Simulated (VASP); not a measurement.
## HfC: single point with PBEsol

The system is HfC.

```xyz
2
Lattice="0.0000 2.1303 2.7694 2.1303 0.0000 2.7694 2.1303 2.1303 0.0000" Properties=species:S:1:pos:R:3 pbc="T T T"
Hf    2.1303    2.1303    2.7694
C     0.0000    0.0000    0.0000
```

This cell differs from its parent crystal: ratio of the length along z to the lengths across it x 1.3, volume and fractional coordinates fixed.

```yaml
Program: VASP 6.6.1
Task: single point
Functional: PBEsol
Potentials_or_basis: VASP PAW PBE potentials, release 64 (Hf_pv, C)
Cutoff: 520 eV
k_mesh: 20 × 20 × 20
Occupations: gaussian, width 0.15 eV
Spin: no spin polarisation
```

```json
{"Pressure": "23.3 GPa", "Band gap on the k mesh": "zero (band 7 reaches 7.11 eV, above the bottom of band 8 at 5.22 eV)"}
```

Stress tensor (GPa, compression positive):
```
 52.58   0.00   0.00
  0.00  52.58   0.00
  0.00   0.00 -35.19
```

Levels at points of the mesh, in eV from the Fermi level:
```tsv
k point	band 3	band 4	band 5	band 6	band 7	band 8	band 9	band 10	band 11	band 12
(0.00, 0.00, 0.00)	-29.26	-12.55	-0.41	-0.35	0.11	1.35	1.35	2.55	2.55	4.94
(0.50, 0.00, 0.00)	-29.18	-8.22	-6.36	-3.95	-3.34	5.09	5.53	5.60	6.79	7.46
(0.50, 0.50, 0.00)	-29.34	-11.23	-4.05	-1.74	0.84	0.84	5.54	6.20	6.20	6.85
(0.50, 0.00, 0.50)	-29.78	-10.76	-1.81	-1.50	-0.75	0.01	3.71	4.18	8.65	10.22
```

Wall time 3.6 min on 1 thread of AMD EPYC 7R13 Processor (Zen 3), with other jobs on the host, peak memory 0.32 GiB.

Caveat: the PAW data sets were made with another functional, which shifts forces and pressure a little; spin-orbit coupling is left out, which moves the levels of the heavy elements.
